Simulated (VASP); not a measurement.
# Re (P6_3/mmc) in VASP: a series of runs

Re is run at these levels: PBEsol; tasks: single point.

Everything below comes from runs of VASP 6.6.1. Logs are shortened: lines on timing, memory, paths and dates and some standing lists are left out, and cuts for length are marked.

## 1. The cell of the first run

It takes space group P6_3/mmc (No. 194, hexagonal). Conventional cell: a = 2.750 Å, b = 2.750 Å, c = 4.443 Å, α = 90.00°, β = 90.00°, γ = 120.00°. Within 3.6 Å of Re (site symmetry -6m2) lie 12 Re at 2.73 to 2.75 Å.

## 2. Single point, PBEsol

Input file INCAR:

```
SYSTEM = Re
PREC = Accurate ; ENCUT = 520
EDIFF = 1E-7 ; ISMEAR = 0
SIGMA = 0.1 ; LREAL = .False.
LASPH = .True. ; NELM = 60
ALGO = Fast ; ISIF = 2
LWAVE = .False. ; LCHARG = .True.
GGA = PS ; LELF = .True.
LVHAR = .True. ; NBANDS = 14
```

Input file KPOINTS:

```
Automatic mesh
0
Gamma
  18 18 10
  0 0 0
```

Input file POSCAR:

```
Re
1.0
    2.7503660254      0.0000000000      0.0000000000
   -1.3751830127      2.3818868477      0.0000000000
    0.0000000000      0.0000000000      4.4432016756
Re
2
Direct
    0.3333333333      0.6666666667      0.2500000000
    0.6666666667      0.3333333333      0.7500000000
```

Potentials or basis: VASP PAW PBE potentials, release 64 (Re).

Started as:

```
cat potpaw_PBE.64/Re/POTCAR > POTCAR
mpirun -np 1 vasp_std > vasp.out
```

OUTCAR:

```text
SYSTEM = Re
   PREC = Accurate
   ENCUT = 520
   EDIFF = 1E-7
   ISMEAR = 0
   LREAL = .False.
   LASPH = .True.
   NELM = 60
   ISIF = 2
   GGA = PS

 ion  position               nearest neighbor table
   1  0.333  0.667  0.250-   2 2.73   2 2.73   2 2.73   2 2.73   2 2.73   2 2.73
   2  0.667  0.333  0.750-   1 2.73   1 2.73   1 2.73   1 2.73   1 2.73   1 2.73

  LATTYP: Found a hexagonal cell.
 ALAT       =     2.7503660254
 C/A-ratio  =     1.6154946776

  Lattice vectors:

 A1 = (   2.7503660254,   0.0000000000,   0.0000000000)
 A2 = (  -1.3751830127,   2.3818868477,   0.0000000000)
 A3 = (   0.0000000000,   0.0000000000,   4.4432016756)

Analysis of symmetry for initial positions (statically):
=====================================================================
 Subroutine PRICEL returns:
 Original cell was already a primitive cell.

 Routine SETGRP: Setting up the symmetry group for a
 hexagonal supercell.

 Subroutine GETGRP returns: Found 24 space group operations
 (whereof 12 operations were pure point group operations)
 out of a pool of 24 trial point group operations.

The static configuration has the point symmetry D_3d.
 The point group associated with its full space group is D_6h.

Analysis of symmetry for dynamics (positions and initial velocities):
=====================================================================
 Subroutine PRICEL returns:
 Original cell was already a primitive cell.

 Routine SETGRP: Setting up the symmetry group for a
 hexagonal supercell.

 Subroutine GETGRP returns: Found 24 space group operations
 (whereof 12 operations were pure point group operations)
 out of a pool of 24 trial point group operations.

The dynamic configuration has the point symmetry D_3d.
 The point group associated with its full space group is D_6h.

 Subroutine INISYM returns: Found 24 space group operations
 (whereof 12 operations are pure point group operations),
 and found     1 'primitive' translations

----------------------------------------------------------------------------------------

                                     Primitive cell

  volume of cell :      29.1077

  direct lattice vectors                    reciprocal lattice vectors
     2.750366025  0.000000000  0.000000000     0.363587970  0.209917612  0.000000000
    -1.375183013  2.381886848  0.000000000     0.000000000  0.419835225  0.000000000
     0.000000000  0.000000000  4.443201676     0.000000000  0.000000000  0.225062933

  length of vectors
     2.750366025  2.750366025  4.443201676     0.419835225  0.419835225  0.225062933
[... 93 lines left out ...]
   NUPDOWN=      -1.0000    fix difference up-down
   EMIN   =  10.00;   EMAX   =-10.00  energy-range for DOS
   EFERMI =   0.00;   METHOD = LEGACY
   ISMEAR =     0;   SIGMA  =   0.10  broadening in eV -4-tet -1-fermi 0-gaus
   EFERMI_NEDOS =   21; number of points for ismear=-14 and -15
   IALGO  =     68    algorithm
   IMIX   =      4    mixing-type and parameters
     AMIX     =   0.40;   BMIX     =  1.00
     AMIX_MAG =   1.60;   BMIX_MAG =  1.00
  volume/ion in A,a.u.               =      14.55        98.21
  Fermi-wavevector in a.u.,A,eV,Ry     =   1.282670  2.423895 22.384883  1.645243
  Thomas-Fermi vector in A             =   2.414968
   LORBIT       =      0    0 simple, 1 ext, 2 COOP (PROOUT), +10 PAW based schemes
   GGA     = PS    functional components
   LHFCALC =     F    Hartree Fock is set to
   AEXX    =    0.0000 exact exchange contribution
   IVDW    =     0    specifies the selected vdW correction
   LEPSILON=     F    determine dielectric tensor
   LRPA    =     F    only Hartree local field effects (RPA)
 non-spin polarized calculation
 RMM-DIIS sequential band-by-band and
 Gauss-broadening in eV      SIGMA  =   0.10
  energy-cutoff  :      520.00
  volume of cell :       29.11
 maximum number of plane-waves:       798
   NGX = 11   NGY = 11   NGZ = 17

 number of electron      14.0000001 magnetization

 Free energy of the ion-electron system (eV)
  ---------------------------------------------------
  ext. energy  EPLUGINS =         0.00000000
  ---------------------------------------------------
  free energy    TOTEN  =       -26.74053489 eV

  energy without entropy =      -26.73239973  energy(sigma->0) =      -26.73646731

 E-fermi :   7.8359     XC(G=0): -13.8795

 val. band max:        7.8349630387   @ k =   0.3889   0.0000   0.5000
 cond. band min:       7.8418608192   @ k =   0.2778   0.0000   0.5000
 fundamental gap:      0.0068977806
 Fermi energy:         7.8358887821

 k-point     1 :       0.0000    0.0000    0.0000
  band No.  band energies     occupation
      1      -2.1208      2.00000
      2       1.1298      2.00000
      3       6.2361      2.00000
      4       6.2386      2.00000
      5       6.2386      2.00000
      6       7.0920      2.00000
      7       7.0920      2.00000
      8       8.0428      0.00343
      9       8.0428      0.00343
     10       8.4847      0.00000
     11      11.2737      0.00000
     12      11.2737      0.00000
     13      17.9925      0.00000
     14      22.0419      0.00000
[... 377 lines left out ...]
      1       2.1889      2.00000
      2       2.3183      2.00000
      3       2.6322      2.00000
      4       5.5407      2.00000
      5       5.7255      2.00000
      6       6.4518      2.00000
      7       7.2142      2.00000
      8      11.1115      0.00000
      9      11.7238      0.00000
     10      12.0164      0.00000
     11      13.5929      0.00000
     12      16.3871      0.00000
     13      18.1412      0.00000
     14      19.2004      0.00000

 [... further k-points ...]

------------------------ aborting loop because EDIFF is reached ----------------------------------------

  FORCE on cell =-STRESS in cart. coord.  units (eV):
  Direction    XX          YY          ZZ          XY          YZ          ZX
  --------------------------------------------------------------------------------------
  -------------------------------------------------------------------------------------
  Total        0.0136621      0.0136621     -0.0066876      0.0000000      0.0000000     -0.0000000
  in kB        0.7520052      0.7520052     -0.3681088      0.0000000      0.0000000     -0.0000000
  external PRESSURE =       0.3786339 kB  Pullay stress =       0.0000000 kB

 VOLUME and BASIS-vectors are now :
 -----------------------------------------------------------------------------
  energy-cutoff  :      520.00
  volume of cell :       29.11
      direct lattice vectors                 reciprocal lattice vectors
     2.750366025  0.000000000  0.000000000     0.363587970  0.209917612  0.000000000
    -1.375183013  2.381886848  0.000000000     0.000000000  0.419835225  0.000000000
     0.000000000  0.000000000  4.443201676     0.000000000  0.000000000  0.225062933

 POSITION                                       TOTAL-FORCE (eV/Angst)
 -----------------------------------------------------------------------------------
     -0.00000      1.58792      1.11080         0.000000      0.000000      0.000000
      1.37518      0.79396      3.33240        -0.000000      0.000000      0.000000
 -----------------------------------------------------------------------------------
    total drift:                               -0.000000      0.000000     -0.000000

  FREE ENERGIE OF THE ION-ELECTRON SYSTEM (eV)
  ---------------------------------------------------
  free  energy   TOTEN  =       -26.7405348943 eV

  energy  without entropy=      -26.7323997321  energy(sigma->0) =      -26.73646731
```

OSZICAR:

```text
N       E                     dE             d eps       ncg     rms          rms(c)
DAV:   1     0.188853360125E+02    0.18885E+02   -0.68627E+03 12416   0.125E+03
DAV:   2    -0.272282255692E+02   -0.46114E+02   -0.40773E+02 10158   0.285E+02
DAV:   3    -0.282391716173E+02   -0.10109E+01   -0.98341E+00  9492   0.426E+01
DAV:   4    -0.282492291839E+02   -0.10058E-01   -0.10046E-01  9796   0.296E+00
DAV:   5    -0.282494247203E+02   -0.19554E-03   -0.19551E-03  9522   0.730E-01    0.454E+01
RMM:   6    -0.270598379235E+02    0.11896E+01   -0.20251E-01  6639   0.211E+01    0.177E+01
RMM:   7    -0.267483181563E+02    0.31152E+00   -0.26338E+00  9354   0.222E+01    0.123E+00
RMM:   8    -0.267444419679E+02    0.38762E-02   -0.80893E-02  9023   0.427E+00    0.980E-01
RMM:   9    -0.267416257355E+02    0.28162E-02   -0.16797E-02  9725   0.930E-01    0.179E-01
RMM:  10    -0.267404425000E+02    0.11832E-02   -0.75817E-04  7322   0.126E+00    0.111E-01
RMM:  11    -0.267405345478E+02   -0.92048E-04   -0.21800E-03  9662   0.415E-01    0.155E-02
RMM:  12    -0.267405349827E+02   -0.43495E-06   -0.11375E-04  9676   0.715E-02    0.297E-03
RMM:  13    -0.267405357090E+02   -0.72627E-06   -0.77132E-06  9456   0.186E-02    0.739E-03
RMM:  14    -0.267405349575E+02    0.75152E-06   -0.51380E-07  6248   0.218E-02    0.903E-03
RMM:  15    -0.267405348943E+02    0.63150E-07   -0.57954E-08  6074   0.247E-02
   1 F= -.26740535E+02 E0= -.26736467E+02  d E =-.813516E-02
```

Run time: 3.2 min. Hardware: 1 thread of Intel Xeon 8259CL, shared host; peak memory 0.2 GiB.

Results:

| Quantity | Value |
| --- | --- |
| Free energy | -26.7405 eV |
| Pressure | 0.0 GPa |
| Band gap on the k mesh | zero (bands 7 and 8 overlap by 3.23 eV) |

Stress tensor (GPa, compression positive):
```
 0.08  0.00  0.00
 0.00  0.08  0.00
 0.00  0.00 -0.04
```

Levels at points of the mesh, in eV from the Fermi level:
```
           k point  band 4  band 5  band 6  band 7  band 8  band 9  band 10  band 11
(0.00, 0.00, 0.00)   -1.60   -1.60   -0.74   -0.74    0.21    0.21     0.65     3.44
(0.50, 0.00, 0.00)   -1.96   -1.73   -1.38   -0.60    4.06    4.47     4.61     6.19
(0.00, 0.00, 0.50)   -2.41   -1.73   -1.73   -1.73   -1.73    2.61     2.61     2.61
(0.50, 0.00, 0.50)   -4.15    0.41    0.41    0.96    0.96    4.38     4.38     4.88
```

Caveat: the PAW data sets were made with another functional, which shifts forces and pressure a little; spin-orbit coupling is left out, which moves the levels of the heavy elements.

## 3. Single point, PBEsol

This run uses another cell than the first one, of 14.71 Å³/atom.

Input file INCAR:

```
PREC     = Accurate       # precision mode
ENCUT    = 520            # plane-wave cutoff, eV
EDIFF    = 1E-6           # SCF threshold, eV
ISMEAR   = 0              # smearing method
SIGMA    = 0.1            # smearing width, eV
LREAL    = F              # projectors in reciprocal space
LASPH    = T              # aspherical terms in the spheres
NELM     = 80             # most SCF steps
ALGO     = Normal         # electronic algorithm
ISIF     = 2              # what is computed and relaxed
LWAVE    = F              # write WAVECAR
LCHARG   = T              # write CHGCAR
GGA      = PS             # functional
LELF     = T              # ELF
LVHAR    = T            
NBANDS   = 14             # bands
```

Input file KPOINTS:

```
regular mesh
0
Gamma
  18 18 10
```

Input file POSCAR:

```
Re
1.0
    2.7608000000      0.0000000000      0.0000000000
   -1.3804000000      2.3909229348      0.0000000000
    0.0000000000      0.0000000000      4.4582000000
Re
2
Direct
    0.3333333333      0.6666666667      0.2500000000
    0.6666666667      0.3333333333      0.7500000000
```

Potentials or basis: VASP PAW PBE potentials, release 64 (Re).

Started as:

```
cat potpaw_PBE.64/Re/POTCAR > POTCAR
mpirun -np 1 vasp_std > vasp.out
```

Wall time 2.5 min (1 thread of Intel Xeon 8259CL, shared host); peak memory 0.22 GiB.

Results (log left out):

```yaml
Free_energy: -26.7365 eV
Pressure: -4.3 GPa
Band_gap_on_the_k_mesh: zero (bands 7 and 8 overlap by 3.17 eV)
```

Levels at points of the mesh, in eV from the Fermi level:
| k point | band 4 | band 5 | band 6 | band 7 | band 8 | band 9 | band 10 | band 11 |
| --- | --- | --- | --- | --- | --- | --- | --- | --- |
| (0.00, 0.00, 0.00) | -1.57 | -1.57 | -0.73 | -0.73 | 0.20 | 0.20 | 0.63 | 3.39 |
| (0.50, 0.00, 0.00) | -1.93 | -1.73 | -1.36 | -0.59 | 3.99 | 4.40 | 4.53 | 6.09 |
| (0.00, 0.00, 0.50) | -2.37 | -1.70 | -1.70 | -1.70 | -1.70 | 2.57 | 2.57 | 2.57 |
| (0.50, 0.00, 0.50) | -4.08 | 0.41 | 0.41 | 0.94 | 0.94 | 4.30 | 4.30 | 4.80 |

Caveat: the cell stands under tension; the PAW data sets were made with another functional, which shifts forces and pressure a little; spin-orbit coupling is left out, which moves the levels of the heavy elements.

(Part 1 of 2 ends here.)
